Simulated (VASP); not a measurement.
Wanted: the native input for a VASP 6.6.1 run.

| Quantity | Value |
| --- | --- |
| Task | single point |
| Functional | PBEsol |
| Potentials or basis | VASP PAW PBE potentials, release 64 (Hf_pv, O) |
| Cutoff | 520 eV |
| k mesh | 9 × 9 × 9 |
| Occupations | fermi-dirac, width 0.05 eV |
| Spin | non-collinear spin, zero start, spin-orbit coupling |
| Starting moments | [[0.0, 0.0, 0.0], [0.0, 0.0, 0.0], [0.0, 0.0, 0.0]] μB |
| Dipole correction | no |
| Further INCAR settings | ALGO = Normal; EDIFF = 1e-06; NBANDS = 35 |

The structure of HfO2 lies in POSCAR:

```
HfO2
1.0
    0.0000000000      2.6076597933      2.6076597933
    2.6076597933      0.0000000000      2.6076597933
    2.6076597933      2.6076597933      0.0000000000
Hf O
1 2
Direct
    0.0000000000      0.0000000000      0.0000000000
    0.7500000000      0.7500000000      0.7500000000
    0.2500000000      0.2500000000      0.2500000000
```

One way to write it, as run:

INCAR

```
PREC = Accurate ; ENCUT = 520
EDIFF = 1E-6 ; ISMEAR = -1
SIGMA = 0.05 ; LREAL = F
LASPH = T ; NELM = 150
ALGO = Normal ; ISIF = 2
LWAVE = F ; LCHARG = F
LNONCOLLINEAR = T ; MAGMOM = 0 0 0 0 0 0 0 0 0
LORBIT = 11 ; LSORBIT = T
GGA_COMPAT = F ; LORBMOM = T
LMAXMIX = 4 ; GGA = PS
NBANDS = 35
```

KPOINTS

```
Automatic mesh
0
Gamma
  9 9 9
```

Potentials or basis: VASP PAW PBE potentials, release 64 (Hf_pv, O).

Run with:

```bash
$ cat potpaw_PBE.64/Hf_pv/POTCAR potpaw_PBE.64/O/POTCAR > POTCAR
$ mpirun -np 1 vasp_ncl > vasp.out
```

It gave:

```
Pressure                                              : -24.3 GPa
Net moment                                            : 0.00 μB per cell
Valence electrons inside the program's atomic spheres : Hf 8.07; O 5.03
```

Caveat: the cell stands under tension; the PAW data sets were made with another functional, which shifts forces and pressure a little.

Wall time 46 s on 1 thread of Intel(R) Xeon(R) 6975P-C (Granite Rapids), on a shared host, peak memory 0.27 GiB.
